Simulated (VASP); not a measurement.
Runs of VASP 6.6.1 on WC (Qusongite). The structure is that of space group P-6m2 (No. 187), or close to it. The cells are those of the table. 

| cell | gap on the mesh (eV) | pressure (GPa) |
| --- | --- | --- |
| a = 2.887, b = 2.887, c = 2.818 Å, angles 90.0, 90.0, 120.0°, 2 atoms | none | 6.3 |
| a = 2.847, b = 2.847, c = 2.779 Å, angles 90.0, 90.0, 120.0°, 2 atoms | none | 26.2 |
| a = 2.906, b = 2.907, c = 2.837 Å, angles 90.0, 90.0, 120.0°, 2 atoms | none | (a) |
| a = 2.945, b = 2.945, c = 2.874 Å, angles 90.0, 90.0, 120.0°, 2 atoms | none | (b) |
| a = 2.926, b = 2.926, c = 2.855 Å, angles 90.0, 90.0, 120.0°, 2 atoms | none | -9.8 |
| a = 2.867, b = 2.867, c = 2.798 Å, angles 90.0, 90.0, 120.0°, 2 atoms | none | 15.7 |
| a = 2.964, b = 2.964, c = 2.892 Å, angles 90.0, 90.0, 120.0°, 2 atoms | none | -22.8 |

Alike in all rows: task single point; level PBEsol; potentials or basis VASP PAW PBE potentials, release 64 (W_sv, C); no spin polarisation; k mesh 11 × 11 × 10; cutoff (eV) 520; smearing methfessel-paxton 0.1 eV.

**Question.** Estimate the missing entries.

**Answer.** (a) -2.1; (b) -16.6.

Caveats: the PAW data sets were made with another functional, which shifts forces and pressure a little; spin-orbit coupling is left out, which moves the levels of the heavy elements.

A k mesh can miss the band edges, and the runs leave out spin-orbit coupling on W.

A gap of «none» marks levels without a gap at the run's occupations.
